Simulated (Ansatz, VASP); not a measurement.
**ScAl3: VASP beside Ansatz**

```
Sc Al
1.0
     4.12251   -0.44115   -0.44115
    -0.44115    4.12251   -0.44115
    -0.44115   -0.44115    4.12251
Sc Al
1 3
Direct
  0.00000 0.00000 0.00000
  0.50000 0.00000 0.50000
  0.00000 0.50000 0.50000
  0.50000 0.50000 0.00000
```

Alike in both runs: task single point; functional PBEsol; k mesh 14 × 14 × 14; occupations gaussian, width 0.15 eV; no spin polarisation.

```csv
,VASP,Ansatz
version,VASP 6.6.1,Ansatz 0.2.0
potentials or method,"VASP PAW PBE potentials, release 64 (Sc_sv, Al), cutoff 520 eV","scalar-relativistic, plane waves, PAW"
valence electrons in the cell,20,20
```

```csv
,VASP,Ansatz,Ansatz less VASP
gap on the k mesh at the Fermi level (eV),none,none,-
pressure (GPa),10.8,10.6,-0.23
"traceless stress, the component that is largest in VASP (GPa)",12.04,12.02,-0.016
```

VASP's potentials were made for PBE, not for PBEsol. A gap of «none» marks a metal or a gap that the smearing closes.
